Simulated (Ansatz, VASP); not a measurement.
One calculation of C, two programs

```
C
1.0
     0.00000    1.76895    1.64548
     1.76895    0.00000    1.64548
     1.76895    1.76895    0.00000
C
2
Direct
  0.50000 0.50000 0.50000
  0.75000 0.75000 0.75000
```

Alike in both runs: task single point; functional PBE; k mesh 12 × 12 × 12; occupations gaussian, width 0.05 eV; no spin polarisation.

|  | VASP | Ansatz |
| --- | --- | --- |
| version | VASP 6.6.1 | Ansatz 0.2.0 |
| potentials or method | VASP PAW PBE potentials, release 64 (C), cutoff 520 eV | scalar-relativistic, plane waves, PAW |
| valence electrons in the cell | 8 | 8 |

Ansatz gave:

- gap on the k mesh at the Fermi level (eV): 2.48
- least direct gap on the mesh (eV): 4.58

Q: Which values does VASP return?

A: gap on the k mesh at the Fermi level (eV): 2.47; least direct gap on the mesh (eV): 4.57.

The functional is the same, so the differences come from potentials, cutoffs and numerics.
